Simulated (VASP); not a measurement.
**Rh: single point with r2SCAN**

Rh:

```
Rh
1.0
     2.69174    0.02692    0.00000
    -1.32256    2.31766    0.00000
     0.00000    0.00000    8.79807
Rh
4
Direct
  0.00000 0.00000 0.00000
  0.33333 0.66667 0.25000
  0.00000 0.00000 0.50000
  0.66667 0.33333 0.75000
```

```
Program             : VASP 6.6.1
Task                : single point
Functional          : r2SCAN
Potentials or basis : VASP PAW PBE potentials, release 64 (Rh_pv)
Cutoff              : 520 eV
k mesh              : 15 × 15 × 4
Occupations         : fermi-dirac, width 0.1 eV
Spin                : no spin polarisation
```

The pressure is 0.4 GPa. The largest force is 0.038 eV/Å and the band gap on the k mesh is zero (bands 30 and 31 overlap by 1.99 eV).

Forces in eV/Å, atoms in the order of the input:
```
Rh   0.000  0.000  0.000
Rh   0.038  0.000  0.000
Rh   0.000  0.000  0.000
Rh  -0.038  0.000  0.000
```

Stress tensor (GPa, compression positive):
```
 0.59 -3.23  0.00
-3.23  0.75  0.00
 0.00  0.00 -0.09
```

Levels at points of the mesh, in eV from the Fermi level:
```tsv
k point	band 27	band 28	band 29	band 30	band 31	band 32	band 33	band 34
(0.00, 0.00, 0.00)	-2.55	-1.57	-1.46	-0.92	-0.85	-0.41	-0.33	0.40
(0.00, 0.00, 0.50)	-1.24	-1.24	-1.14	-1.14	-1.05	-1.05	0.04	0.04
```

It took 57 min on 1 thread of Oxide Virtual Turin-like Processor (shared host), peak memory 0.52 GiB.

Caveat: the PAW data sets were made with another functional, which shifts forces and pressure a little.
